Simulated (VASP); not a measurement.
Wanted: the native input for a VASP 6.6.1 run.

```yaml
Task: single point
Functional: PBE
Dispersion: D3(BJ)
Potentials_or_basis: VASP PAW PBE potentials, release 64 (Ge_d)
Cutoff: 520 eV
k_mesh: 9 × 9 × 1
Occupations: gaussian, width 0.1 eV
Spin: no spin polarisation
Dipole_correction: yes
Further_INCAR_settings: ALGO = Normal; EDIFF = 1e-07; NBANDS = 36
```

The structure of Ge lies in POSCAR:

```
Ge
1.0
    4.0226895311      0.0000000000      0.0000000000
   -2.0113447656      3.4837513255      0.0000000000
    0.0000000000      0.0000000000     18.8685220517
Ge
4
Direct
    0.3333333333      0.6666666667      0.2747571332
    0.6666666667      0.3333333333      0.2384924472
    0.6666666667      1.2222222222      0.5150653573
    0.3333333333      1.5555555556      0.4788006714
```

This cell differs from its parent crystal: layers slid over each other.

These files were run (other wordings do the same):

INCAR

```
PREC = Accurate
ENCUT = 520
EDIFF = 1E-7
ISMEAR = 0
SIGMA = 0.1
LREAL = False
LASPH = True
NELM = 60
ALGO = Normal
ISIF = 2
LWAVE = False
LCHARG = False
LDIPOL = True
IDIPOL = 3
DIPOL = 0.5 0.5 0.377
GGA = PE
IVDW = 12
NBANDS = 36
```

KPOINTS

```
regular mesh
0
Gamma
  9 9 1
```

Potentials or basis: VASP PAW PBE potentials, release 64 (Ge_d).

Launch:

```bash
$ cat potpaw_PBE.64/Ge_d/POTCAR > POTCAR
$ mpirun -np 1 vasp_std > vasp.out
```

Results of the run:

- Largest force: 0.170 eV/Å
- Band gap on the k mesh: 0.40 eV
- Dispersion energy per atom: -0.201 eV

Caveat: the cell differs from its parent crystal (layers slid over each other).

Wall time 3.6 min on 1 thread of Intel(R) Xeon(R) Platinum 8488C (Sapphire Rapids), with other jobs on the host, peak memory 0.45 GiB.
